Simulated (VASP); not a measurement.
Write the native input for VASP 6.6.1 that does the following.

- Task: single point
- Functional: PBE
- Potentials or basis: VASP PAW PBE potentials, release 64 (Sb, Te, O)
- Cutoff: 520 eV
- k mesh: 4 × 4 × 4
- Occupations: gaussian, width 0.1 eV
- Spin: no spin polarisation
- Dipole correction: no
- Further INCAR settings: ALGO = Normal; EDIFF = 1e-06; NBANDS = 20

The structure of SbTe2O lies in POSCAR:

```
SbTe2O
1.0
    4.9083128500      0.0000000000      0.0000000000
    0.0000000000      4.9083128500      0.0000000000
    0.0000000000      0.0000000000      5.5311200300
Sb Te O
1 2 1
Direct
    0.0000000000      0.0000000000      0.2364152100
    0.5000000000      0.0000000000      0.2030584200
    0.0000000000      0.5000000000      0.2030584200
    0.5000000000      0.5000000000      0.0806110800
```

The input as run:

INCAR

```
PREC     = Accurate       # precision mode
ENCUT    = 520            # plane-wave cutoff, eV
EDIFF    = 1E-6           # SCF threshold, eV
ISMEAR   = 0              # smearing method
SIGMA    = 0.1            # smearing width, eV
LREAL    = F              # projectors in reciprocal space
LASPH    = T              # aspherical terms in the spheres
NELM     = 100            # most SCF steps
ALGO     = Normal         # electronic algorithm
ISIF     = 2              # what is computed and relaxed
LWAVE    = F              # write WAVECAR
LCHARG   = T              # write CHGCAR
GGA      = PE             # functional
LELF     = T              # ELF
LVHAR    = T            
NBANDS   = 20             # bands
```

KPOINTS

```
regular mesh
0
Gamma
  4 4 4
```

Potentials or basis: VASP PAW PBE potentials, release 64 (Sb, Te, O).

Launch:

```bash
$ cat potpaw_PBE.64/Sb/POTCAR potpaw_PBE.64/Te/POTCAR potpaw_PBE.64/O/POTCAR > POTCAR
$ mpirun -np 1 vasp_std > vasp.out
```

Results of the run:

| Property | Result |
| --- | --- |
| Pressure | 21.1 GPa |
| Largest force | 1.789 eV/Å |

Caveat: this functional lacks dispersion, which binds the layers, so the pressure and a relaxed spacing across them are unreliable; an odd number of electrons without spin polarisation forces a metal; a magnetic or distorted state may lie lower.

It took 44 s on 1 thread of AMD EPYC 7R13 Processor (Zen 3) (shared host), peak memory 0.23 GiB.
